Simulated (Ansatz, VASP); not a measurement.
Two plane-wave programs on LiH

```
Li H
1.0
     0.00000    1.95120    1.86990
     1.95120    0.00000    1.86990
     1.95120    1.95120    0.00000
Li H
1 1
Direct
  0.00000 0.00000 0.00000
  0.50000 0.50000 0.50000
```

Change from the starting cell: strain -0.040 along x and y, -0.080 along z, atoms carried along.

Alike in both runs: task single point; functional r2SCAN; k mesh 10 × 10 × 10; occupations gaussian, width 0.05 eV; no spin polarisation.

|  | VASP | Ansatz |
| --- | --- | --- |
| version | VASP 6.6.1 | Ansatz 0.2.0 |
| potentials or method | VASP PAW PBE potentials, release 64 (Li_sv, H), cutoff 830 eV | scalar-relativistic, plane waves, PAW |
| valence electrons in the cell | 4 | 4 |

Ansatz gave:

| Property | Result |
| --- | --- |
| gap on the k mesh at the Fermi level (eV) | 3.10 |
| least direct gap on the mesh (eV) | 3.44 |
| pressure (GPa) | 5.5 |
| traceless stress, the component that is largest in VASP (GPa) | 3.14 |

Which values does VASP return?

gap on the k mesh at the Fermi level (eV): 3.06; least direct gap on the mesh (eV): 3.40; pressure (GPa): 5.0; traceless stress, the component that is largest in VASP (GPa): 3.21.

VASP's potentials were made for PBE, not for r2SCAN.
